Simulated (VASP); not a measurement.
# AlN (P6_3/mmc) in VASP: further runs

Runs on AlN. Level: LDA. Tasks: single point.

Everything below comes from runs of VASP 6.6.1. Logs are shortened: lines on timing, memory, paths and dates and some standing lists are left out, and cuts for length are marked.

## (1) The cell of the first run

The structure is hexagonal, space group P6_3/mmc (No. 194). Conventional cell: a = 3.290 Å, b = 3.290 Å, c = 4.159 Å, α = 90.00°, β = 90.00°, γ = 120.00°. Al (site symmetry -6m2) has 5 N at 1.90 to 2.08 Å within 2.5 Å. Within 2.5 Å of N (site symmetry -6m2) lie 5 Al at 1.90 to 2.08 Å.

## (2) Single point, LDA

Input file INCAR:

```
SYSTEM = AlN
PREC     = Accurate       ! precision mode
ENCUT    = 520            ! plane-wave cutoff, eV
EDIFF    = 1E-7           ! SCF threshold, eV
ISMEAR   = -1             ! smearing method
SIGMA    = 0.05           ! smearing width, eV
LREAL    = .FALSE.        ! projectors in reciprocal space
LASPH    = .TRUE.         ! aspherical terms in the spheres
NELM     = 80             ! most SCF steps
ALGO     = Normal         ! electronic algorithm
ISIF     = 2              ! what is computed and relaxed
LWAVE    = .FALSE.        ! write WAVECAR
LCHARG   = .TRUE.         ! write CHGCAR
GGA      = CA             ! functional
LELF     = .TRUE.         ! ELF
LVHAR    = .TRUE.       
NBANDS   = 16             ! bands
```

Input file KPOINTS:

```
regular mesh
0
G
  9 9 7
  0 0 0
```

Input file POSCAR:

```
AlN
1.0
    3.2898861073      0.0000000000      0.0000000000
   -1.6449430536      2.8491249445      0.0000000000
    0.0000000000      0.0000000000      4.1594577035
Al N
2 2
Direct
    0.6666666667      0.3333333333      0.2500000000
    0.3333333333      0.6666666667      0.7500000000
    0.6666666667      0.3333333333      0.7500000000
    0.3333333333      0.6666666667      0.2500000000
```

Potentials or basis: VASP PAW LDA potentials, release 64 (Al, N).

Run with:

```
$ cat potpaw_LDA.64/Al/POTCAR potpaw_LDA.64/N/POTCAR > POTCAR
$ mpirun -np 1 vasp_std > vasp.out
```

OUTCAR:

```text
SYSTEM = AlN
   PREC = Accurate
   ENCUT = 520
   EDIFF = 1E-7
   ISMEAR = -1
   LREAL = .FALSE.
   LASPH = .TRUE.
   NELM = 80
   ISIF = 2
   GGA = CA

 ion  position               nearest neighbor table
   1  0.667  0.333  0.250-   4 1.90   4 1.90   4 1.90   3 2.08   3 2.08   2 2.82   2 2.82   2 2.82
                             2 2.82   2 2.82   2 2.82
   2  0.333  0.667  0.750-   3 1.90   3 1.90   3 1.90   4 2.08   4 2.08   1 2.82   1 2.82   1 2.82
                             1 2.82   1 2.82   1 2.82
   3  0.667  0.333  0.750-   2 1.90   2 1.90   2 1.90   1 2.08   1 2.08
   4  0.333  0.667  0.250-   1 1.90   1 1.90   1 1.90   2 2.08   2 2.08

  LATTYP: Found a hexagonal cell.
 ALAT       =     3.2898861073
 C/A-ratio  =     1.2643166261

  Lattice vectors:

 A1 = (   3.2898861073,   0.0000000000,   0.0000000000)
 A2 = (  -1.6449430536,   2.8491249445,   0.0000000000)
 A3 = (   0.0000000000,   0.0000000000,   4.1594577035)

Analysis of symmetry for initial positions (statically):
=====================================================================
 Subroutine PRICEL returns:
 Original cell was already a primitive cell.

 Routine SETGRP: Setting up the symmetry group for a
 hexagonal supercell.

 Subroutine GETGRP returns: Found 24 space group operations
 (whereof 12 operations were pure point group operations)
 out of a pool of 24 trial point group operations.

The static configuration has the point symmetry D_3d.
 The point group associated with its full space group is D_6h.

Analysis of symmetry for dynamics (positions and initial velocities):
=====================================================================
 Subroutine PRICEL returns:
 Original cell was already a primitive cell.

 Routine SETGRP: Setting up the symmetry group for a
 hexagonal supercell.

 Subroutine GETGRP returns: Found 24 space group operations
 (whereof 12 operations were pure point group operations)
 out of a pool of 24 trial point group operations.

The dynamic configuration has the point symmetry D_3d.
 The point group associated with its full space group is D_6h.

 Subroutine INISYM returns: Found 24 space group operations
 (whereof 12 operations are pure point group operations),
 and found     1 'primitive' translations

----------------------------------------------------------------------------------------

                                     Primitive cell

  volume of cell :      38.9878

  direct lattice vectors                    reciprocal lattice vectors
     3.289886107  0.000000000  0.000000000     0.303961890  0.175492479  0.000000000
    -1.644943054  2.849124945  0.000000000     0.000000000  0.350984958  0.000000000
     0.000000000  0.000000000  4.159457704     0.000000000  0.000000000  0.240415956

  length of vectors
     3.289886107  3.289886107  4.159457704     0.350984958  0.350984958  0.240415956

  position of ions in fractional coordinates (direct lattice)
     0.666666667  0.333333333  0.250000000
     0.333333333  0.666666667  0.750000000
     0.666666667  0.333333333  0.750000000
     0.333333333  0.666666667  0.250000000

  ion indices of the primitive-cell ions
   primitive index   ion index
                 1           1
                 2           2
                 3           3
                 4           4

----------------------------------------------------------------------------------------

 KPOINTS: regular mesh

Automatic generation of k-mesh.
 Grid dimensions read from file:
 generate k-points for:    9    9    7

 Generating k-lattice:

  Cartesian coordinates                     Fractional coordinates (reciprocal lattice)
     0.033773543  0.019499164  0.000000000     0.111111111 -0.000000000  0.000000000
     0.000000000  0.038998329  0.000000000     0.000000000  0.111111111  0.000000000
     0.000000000  0.000000000  0.034345137     0.000000000  0.000000000  0.142857143

  Length of vectors
     0.038998329  0.038998329  0.034345137

  Shift w.r.t. Gamma in fractional coordinates (k-lattice)
     0.000000000  0.000000000  0.000000000

 Subroutine IBZKPT returns following result:
 ===========================================

 Found     48 irreducible k-points:

 Following reciprocal coordinates:
            Coordinates               Weight
  0.000000  0.000000  0.000000      1.000000
  0.111111  0.000000  0.000000      6.000000
  0.222222 -0.000000  0.000000      6.000000
  0.333333  0.000000  0.000000      6.000000
  0.444444 -0.000000  0.000000      6.000000
  0.111111  0.111111  0.000000      6.000000
[... 16 lines left out ...]
  0.333333  0.222222  0.142857     24.000000
  0.333333  0.333333  0.142857      4.000000
 [... further k-points ...]
   k-points           NKPTS =     48   k-points in BZ     NKDIM =     48   number of bands    NBANDS=     16
   number of dos      NEDOS =    301   number of ions     NIONS =      4
   total plane-waves  NPLWV =  18432
   dimension x,y,z NGX =    24 NGY =   24 NGZ =   32
   dimension x,y,z NGXF=    48 NGYF=   48 NGZF=   64
   ions per type =               2   2
   NGX,Y,Z   is equivalent  to a cutoff of  12.13, 12.13, 12.79 a.u.
   NGXF,Y,Z  is equivalent  to a cutoff of  24.26, 24.26, 25.58 a.u.
 SYSTEM =  AlN
   PREC   = accura    normal or accurate (medium, high low for compatibility)
   ISTART =      0    job   : 0-new  1-cont  2-samecut
   ICHARG =      2    charge: 1-file 2-atom 10-const
   ISPIN  =      1    spin polarized calculation?
   LNONCOLLINEAR =      F non collinear calculations
   LSORBIT =      F    spin-orbit coupling
   LASPH  =      T    aspherical Exc in radial PAW
   ENCUT  =  520.0 eV  38.22 Ry    6.18 a.u.   6.12  6.12  7.73*2*pi/ulx,y,z
   NELM   =     80;   NELMIN=  2; NELMDL= -5     # of ELM steps
   EDIFF  = 0.1E-06   stopping-criterion for ELM
   LREAL  =      F    real-space projection
   EDIFFG = 0.1E-05   stopping-criterion for IOM
   NSW    =      0    number of steps for IOM
   IBRION =     -1    ionic relax: 0-MD 1-quasi-New 2-CG
   NFREE  =      0    steps in history (QN), initial steepest desc. (CG)
   ISIF   =      2    stress and relaxation
   ISYM   =      2    0-nonsym 1-usesym 2-fastsym
   POTIM  = 0.5000    time-step for ionic-motion
   TEBEG  =    0.0;   TEEND  =   0.0 temperature during run
   PSTRESS=    0.0 pullay stress
   NELECT =      16.0000    total number of electrons
   NUPDOWN=      -1.0000    fix difference up-down
   EMIN   =  10.00;   EMAX   =-10.00  energy-range for DOS
   EFERMI =   0.00;   METHOD = LEGACY
   ISMEAR =    -1;   SIGMA  =   0.05  broadening in eV -4-tet -1-fermi 0-gaus
   EFERMI_NEDOS =   21; number of points for ismear=-14 and -15
   IALGO  =     38    algorithm
   IMIX   =      4    mixing-type and parameters
     AMIX     =   0.40;   BMIX     =  1.00
     AMIX_MAG =   1.60;   BMIX_MAG =  1.00
  volume/ion in A,a.u.               =       9.75        65.78
  Fermi-wavevector in a.u.,A,eV,Ry     =   1.216574  2.298991 20.137328  1.480052
  Thomas-Fermi vector in A             =   2.351923
   LORBIT       =      0    0 simple, 1 ext, 2 COOP (PROOUT), +10 PAW based schemes
   GGA     = CA    functional components
   LHFCALC =     F    Hartree Fock is set to
   AEXX    =    0.0000 exact exchange contribution
   IVDW    =     0    specifies the selected vdW correction
   LEPSILON=     F    determine dielectric tensor
   LRPA    =     F    only Hartree local field effects (RPA)
 non-spin polarized calculation
  energy-cutoff  :      520.00
  volume of cell :       38.99
 maximum number of plane-waves:      1071
   NGX = 13   NGY = 13   NGZ = 15

 number of electron      15.9999997 magnetization

 Free energy of the ion-electron system (eV)
  ---------------------------------------------------
  ext. energy  EPLUGINS =         0.00000000
  ---------------------------------------------------
  free energy    TOTEN  =       -32.47224528 eV

  energy without entropy =      -32.47224528  energy(sigma->0) =      -32.47224528

 E-fermi :   8.8526     XC(G=0): -11.5772

 val. band max:        7.9142496492   @ k =   0.0000   0.0000   0.0000
 cond. band min:      11.3506013147   @ k =   0.0000   0.0000   0.0000
 fundamental gap:      3.4363516655
 Fermi energy:         8.8525895604

 k-point     1 :       0.0000    0.0000    0.0000
  band No.  band energies     occupation
      1      -8.8708      2.00000
      2      -5.0413      2.00000
      3       0.8879      2.00000
      4       4.5833      2.00000
      5       4.5833      2.00000
      6       6.2693      2.00000
[... 8 lines left out ...]
     15      19.7285      0.00000
     16      19.7959      0.00000

 k-point     2 :       0.1111    0.0000    0.0000
  band No.  band energies     occupation
      1      -8.7250      2.00000
      2      -5.0357      2.00000
      3       1.0421      2.00000
      4       4.0682      2.00000
      5       4.3781      2.00000
      6       5.7841      2.00000
[... 8 lines left out ...]
     15      19.2059      0.00000
     16      19.4602      0.00000

 k-point     3 :       0.2222   -0.0000    0.0000
  band No.  band energies     occupation
      1      -8.3056      2.00000
      2      -5.0680      2.00000
      3       1.4915      2.00000
      4       2.9630      2.00000
      5       3.9611      2.00000
      6       4.8816      2.00000
[... 8 lines left out ...]
     15      18.2284      0.00000
     16      20.3124      0.00000

 k-point     4 :       0.3333    0.0000    0.0000
  band No.  band energies     occupation
      1      -7.6809      2.00000
      2      -5.2580      2.00000
      3       1.9552      2.00000
      4       2.1837      2.00000
      5       3.5841      2.00000
      6       4.0836      2.00000
[... 8 lines left out ...]
     15      19.2173      0.00000
     16      20.7792      0.00000
[... 324 lines left out ...]
 k-point    22 :       0.2222    0.2222    0.1429
  band No.  band energies     occupation
      1      -7.2372      2.00000
      2      -5.4682      2.00000
      3       1.6717      2.00000
      4       1.8970      2.00000
      5       3.7500      2.00000
      6       3.8822      2.00000
[... 8 lines left out ...]
     15      19.8034      0.00000
     16      21.0123      0.00000

 k-point    23 :       0.3333    0.2222    0.1429
  band No.  band energies     occupation
      1      -6.6493      2.00000
      2      -5.7786      2.00000
      3       1.2595      2.00000
      4       2.1425      2.00000
      5       2.9694      2.00000
      6       4.4167      2.00000
[... 8 lines left out ...]
     15      19.6690      0.00000
     16      21.1674      0.00000

 k-point    24 :       0.3333    0.3333    0.1429
  band No.  band energies     occupation
      1      -6.1602      2.00000
      2      -6.1602      2.00000
      3       1.1850      2.00000
      4       2.4424      2.00000
      5       2.4424      2.00000
      6       4.9411      2.00000
[... 8 lines left out ...]
     15      19.0874      0.00000
     16      20.8598      0.00000

 [... further k-points ...]

------------------------ aborting loop because EDIFF is reached ----------------------------------------

  FORCE on cell =-STRESS in cart. coord.  units (eV):
  Direction    XX          YY          ZZ          XY          YZ          ZX
  --------------------------------------------------------------------------------------
  -------------------------------------------------------------------------------------
  Total       -0.8875907     -0.8875907     -1.2238516     -0.0000000      0.0000000      0.0000000
  in kB      -36.4749114    -36.4749114    -50.2933157     -0.0000000      0.0000000      0.0000000
  external PRESSURE =     -41.0810461 kB  Pullay stress =       0.0000000 kB

 VOLUME and BASIS-vectors are now :
 -----------------------------------------------------------------------------
  energy-cutoff  :      520.00
  volume of cell :       38.99
      direct lattice vectors                 reciprocal lattice vectors
     3.289886107  0.000000000  0.000000000     0.303961890  0.175492479  0.000000000
    -1.644943054  2.849124945  0.000000000     0.000000000  0.350984958  0.000000000
     0.000000000  0.000000000  4.159457704     0.000000000  0.000000000  0.240415956

 POSITION                                       TOTAL-FORCE (eV/Angst)
 -----------------------------------------------------------------------------------
      1.64494      0.94971      1.03986        -0.000000      0.000000      0.000000
     -0.00000      1.89942      3.11959         0.000000     -0.000000      0.000000
      1.64494      0.94971      3.11959        -0.000000     -0.000000      0.000000
     -0.00000      1.89942      1.03986         0.000000      0.000000      0.000000
 -----------------------------------------------------------------------------------
    total drift:                               -0.000000      0.000000     -0.000000

  FREE ENERGIE OF THE ION-ELECTRON SYSTEM (eV)
  ---------------------------------------------------
  free  energy   TOTEN  =       -32.4722452834 eV

  energy  without entropy=      -32.4722452833  energy(sigma->0) =      -32.47224528
```

It took 27 s on 1 thread of AMD EPYC 7R43 (Zen 3), shared host; peak memory 0.11 GiB.

What came out:

* Free energy: -32.4722 eV
* Pressure: -4.1 GPa
* Band gap on the k mesh: 3.44 eV, direct

Stress tensor (GPa, compression positive):
```
-3.65  0.00  0.00
 0.00 -3.65  0.00
 0.00  0.00 -5.03
```

A k mesh can miss the band edges.

## (3) Single point, LDA

This run uses another cell than the first one, of 9.95 Å³/atom, 1.020 times its volume.

Input file INCAR:

```
SYSTEM = AlN
  PREC = Accurate
  ENCUT = 520
  EDIFF = 1E-7
  ISMEAR = -1
  SIGMA = 0.05
  LREAL = .False.
  LASPH = .True.
  NELM = 60
  ALGO = Normal
  ISIF = 2
  LWAVE = .False.
  LCHARG = .False.
  GGA = CA
  NBANDS = 16
```

Input file KPOINTS:

```
regular mesh
0
Gamma
  9 9 7
  0 0 0
```

Input file POSCAR:

```
AlN
1.0
    3.3121157418      0.0000000000      0.0000000000
   -1.6560578709      2.8683763727      0.0000000000
    0.0000000000      0.0000000000      4.1875630000
Al N
2 2
Direct
    0.6666666667      0.3333333333      0.2500000000
    0.3333333333      0.6666666667      0.7500000000
    0.6666666667      0.3333333333      0.7500000000
    0.3333333333      0.6666666667      0.2500000000
```

Potentials or basis: VASP PAW LDA potentials, release 64 (Al, N).

Run with:

```
$ cat potpaw_LDA.64/Al/POTCAR potpaw_LDA.64/N/POTCAR > POTCAR
$ mpirun -np 1 vasp_std > vasp.out
```

Run time: 30 s. Hardware: 1 thread of AMD EPYC 7R43 (Zen 3), shared host; peak memory 0.12 GiB.

Results (log left out):

| Property | Result |
| --- | --- |
| Free energy | -32.4420 eV |
| Pressure | -8.2 GPa |
| Band gap on the k mesh | 3.29 eV, direct |

Stress tensor (GPa, compression positive):
```
-8.03  0.00  0.00
 0.00 -8.03  0.00
 0.00  0.00 -8.51
```

Levels at points of the mesh, in eV from the valence-band top:
```
           k point  band 4  band 5  band 6  band 7  band 8  band 9  band 10  band 11  band 12  band 13
(0.00, 0.00, 0.00)   -3.27   -3.27   -1.61   -1.61    0.00    3.29     4.25     8.05     8.05    11.03
```
